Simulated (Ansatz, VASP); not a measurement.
## HfO2: VASP beside Ansatz

```
Hf O
1.0
     0.00000    2.55750    2.68538
     2.55750    0.00000    2.68538
     2.55750    2.55750    0.00000
Hf O
1 2
Direct
  0.00000 0.00000 0.00000
  0.25000 0.25000 0.25000
  0.75000 0.75000 0.75000
```

Change from the starting cell: strain +0.000 along x and y, +0.050 along z, atoms carried along.

Alike in both runs: task single point; functional r2SCAN; k mesh 8 × 8 × 8; occupations gaussian, width 0.05 eV; no spin polarisation.

|  | VASP | Ansatz |
| --- | --- | --- |
| version | VASP 6.6.1 | Ansatz 0.2.0 |
| potentials or method | VASP PAW PBE potentials, release 64 (Hf_pv, O), cutoff 520 eV | scalar-relativistic, plane waves, PAW |
| valence electrons in the cell | 22 | 38 |

```tsv
	VASP	Ansatz	Ansatz less VASP
gap on the k mesh at the Fermi level (eV)	3.65	3.66	+0.017
least direct gap on the mesh (eV)	3.78	3.79	+0.012
pressure (GPa)	-21.8	-18.6	+3.18
traceless stress, the component that is largest in VASP (GPa)	-14.77	-14.57	+0.209
```

VASP's potentials were made for PBE, not for r2SCAN. VASP's potentials hold 22 valence electrons a cell and Ansatz's 38, so a difference there can come from the potentials and not from the codes.

Spin-orbit coupling is off throughout.
